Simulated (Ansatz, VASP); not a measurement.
## BaAlAgC6N6 in VASP and in Ansatz

```xyz
15
Lattice="0.0000 5.1650 5.1650 5.1650 0.0000 5.1650 5.1650 5.1650 0.0000" Properties=species:S:1:pos:R:3 pbc="T T T"
Ba    7.7475    7.7475    7.7475
Al    0.0000    0.0000    0.0000
Ag    5.1650    5.1650    5.1650
C     1.8750    5.1650    5.1650
C     5.1650    5.1650    1.8750
C     5.1650    8.4550    5.1650
C     8.4550    5.1650    5.1650
C     5.1650    5.1650    8.4550
C     5.1650    1.8750    5.1650
N     3.0450    5.1650    5.1650
N     5.1650    5.1650    3.0450
N     5.1650    7.2850    5.1650
N     7.2850    5.1650    5.1650
N     5.1650    5.1650    7.2850
N     5.1650    3.0450    5.1650
```

Alike in both runs: task relaxation of cell and atoms; functional PBE; k mesh 4 × 4 × 4; occupations gaussian, width 0.1 eV; no spin polarisation.

```csv
,VASP,Ansatz
version,VASP 6.6.1,Ansatz 0.2.0
potentials or method,"VASP PAW PBE potentials, release 64 (Ba_sv, Al, Ag, C, N), cutoff 600 eV","scalar-relativistic, plane waves, PAW"
valence electrons in the cell,78,86
```

|  | VASP | Ansatz | Ansatz less VASP |
| --- | --- | --- | --- |
| gap on the k mesh at the Fermi level, each at its own relaxed structure (eV) | 1.71 | 1.66 | -0.050 |
| relaxed volume (Å³/atom) | 24.23 | 23.78 | -0.455 |
| relaxed length of the cell vector where the two differ most in proportion (Å) | 8.010 | 7.960 | -0.0505 |

VASP's potentials hold 78 valence electrons a cell and Ansatz's 86, so a difference there can come from the potentials and not from the codes.

Spin-orbit coupling is off throughout. Noted on VASP's run: the standard files for N, O and F lose accuracy on very short bonds; the volume moved by over 15 % at a fixed basis, so the end points are rough.
